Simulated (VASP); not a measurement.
Wanted: the native input for a VASP 6.6.1 run.

```yaml
Task: relaxation of cell and atoms
Functional: r2SCAN
Potentials_or_basis: VASP PAW PBE potentials, release 64 (Mg, B)
Cutoff: 600 eV
k_mesh: 12 × 12 × 9
Occupations: fermi-dirac, width 0.1 eV
Spin: no spin polarisation
Dipole_correction: no
Further_INCAR_settings: ALGO = Normal; EDIFF = 1e-06; IBRION = 2; EDIFFG = -0.01; NSW = 80; ISIF = 3
```

MgB2:

```
CELL_PARAMETERS angstrom
3.08500 0.00000 0.00000
-1.54250 2.67169 0.00000
0.00000 0.00000 3.52300
ATOMIC_POSITIONS crystal
Mg 0.00000 0.00000 0.00000
B 0.33333 0.66667 0.50000
B 0.66667 0.33333 0.50000
```

The input as run:

POSCAR

```
MgB2
1.0
    3.0850000000      0.0000000000      0.0000000000
   -1.5425000000      2.6716883700      0.0000000000
    0.0000000000      0.0000000000      3.5230000000
Mg B
1 2
Direct
    0.0000000000      0.0000000000      0.0000000000
    0.3333333300      0.6666666700      0.5000000000
    0.6666666700      0.3333333300      0.5000000000
```

INCAR.step1

```
ALGO = Normal
EDIFF = 1E-4
ENCUT = 600
GGA = PE
ISMEAR = -1
LASPH = T
LCHARG = F
LREAL = F
LWAVE = T
NELM = 80
PREC = Accurate
SIGMA = 0.1
```

INCAR.step2

```
ALGO = Normal
EDIFF = 1E-6
EDIFFG = -0.01
ENCUT = 600
IBRION = 2
ISIF = 3
ISMEAR = -1
ISTART = 1
LASPH = T
LCHARG = F
LMIXTAU = T
LREAL = F
LWAVE = F
METAGGA = R2SCAN
NELM = 80
NSW = 80
PREC = Accurate
SIGMA = 0.1
```

KPOINTS

```
k-points
0
Gamma
  12 12 9
```

Potentials or basis: VASP PAW PBE potentials, release 64 (Mg, B).

Command:

```console
$ cat potpaw_PBE.64/Mg/POTCAR potpaw_PBE.64/B/POTCAR > POTCAR
$ cp INCAR.step1 INCAR
$ mpirun -np 1 vasp_std > vasp.out
$ cp INCAR.step2 INCAR
$ mpirun -np 1 vasp_std > vasp.out
```

It gave:

The relaxed volume is 9.51 Å³/atom. The relaxed cell is a = 3.069 Å, b = 3.069 Å, c = 3.499 Å, α = 90.00°, β = 90.00°, γ = 120.00°. The space group after relaxing (to 0.05 Å) is P6/mmm (No. 191) and the energy gained by relaxing is 1.4 meV/atom. The ionic steps are 6. The pressure after relaxing is 0.0 GPa and the band gap on the k mesh is zero (band 4 reaches 7.32 eV, above the bottom of band 5 at 3.37 eV).

Caveat: the PAW data sets were made with another functional, which shifts forces and pressure a little.

Run time: 3.8 min on 1 thread of AMD EPYC 9R45 96-Core Processor (Zen 5) (shared host), peak memory 0.16 GiB.
